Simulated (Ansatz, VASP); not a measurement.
## One calculation of Mg2Si, two programs

POSCAR

```
Mg2Si
1.0
    0.0000000000      3.1369585575      3.1369585575
    3.1369585575      0.0000000000      3.1369585575
    3.1369585575      3.1369585575      0.0000000000
Mg Si
2 1
Direct
    0.2500000000      0.2500000000      0.2500000000
    0.7500000000      0.7500000000      0.7500000000
    0.0000000000      0.0000000000      0.0000000000
```

The input INCAR.step1:

```
SYSTEM = Mg2Si
PREC = Accurate
ENCUT = 660
ISMEAR = 0
SIGMA = 0.01
LREAL = .FALSE.
LASPH = .TRUE.
NELM = 120
NBANDS = 11
GGA = PE
ALGO = Normal
EDIFF = 1E-5
LWAVE = .TRUE.
LCHARG = .FALSE.
GGA_COMPAT = .FALSE.
```

INCAR.step2

```
SYSTEM = Mg2Si
PREC = Accurate
ENCUT = 660
EDIFF = 1E-6
ISMEAR = 0
SIGMA = 0.01
LREAL = .FALSE.
LASPH = .TRUE.
NELM = 120
ALGO = Normal
ISIF = 2
LWAVE = .FALSE.
LCHARG = .FALSE.
METAGGA = R2SCAN
LMIXTAU = .TRUE.
NBANDS = 11
ISTART = 1
GGA_COMPAT = .FALSE.
```

File KPOINTS:

```
regular mesh
0
G
  6 6 6
  0 0 0
```

Input for Ansatz:

```yaml
crystal:
  lattice:
    - [0.0, 3.1369585575, 3.1369585575]
    - [3.1369585575, 0.0, 3.1369585575]
    - [3.1369585575, 3.1369585575, 0.0]
  atoms:
    - { symbol: Mg, position: [0.25, 0.25, 0.25] }
    - { symbol: Mg, position: [0.75, 0.75, 0.75] }
    - { symbol: Si, position: [0.0, 0.0, 0.0] }
kpoints:
  mp_grid: { grid: [6, 6, 6] }
hamiltonian:
  xc: r2scan
scf:
  occupations: { method: fixed }
  n_extra_bands: 4
output:
  forces: true
  stress: true
  eigenvalues: true
```

Alike in both runs: task single point; functional r2SCAN; k mesh 6 × 6 × 6; no spin polarisation.

|  | VASP | Ansatz |
| --- | --- | --- |
| version | VASP 6.6.1 | Ansatz 0.2.0 |
| potentials or method | VASP PAW PBE potentials, release 64 (Mg, Si) | plane waves, PAW |
| plane-wave cutoff (eV) | 660 | 500 |
| occupations | gaussian, width 0.01 eV | fixed |
| valence electrons in the cell | 8 | 24 |

|  | VASP | Ansatz | Ansatz less VASP |
| --- | --- | --- | --- |
| gap on the k mesh at the Fermi level (eV) | 0.41 | 0.41 | -0.003 |
| pressure (GPa) | 1.6 | 1.9 | +0.29 |

VASP's potentials were made for PBE, not for r2SCAN. VASP's potentials hold 8 valence electrons a cell and Ansatz's 24, so a difference there can come from the potentials and not from the codes.
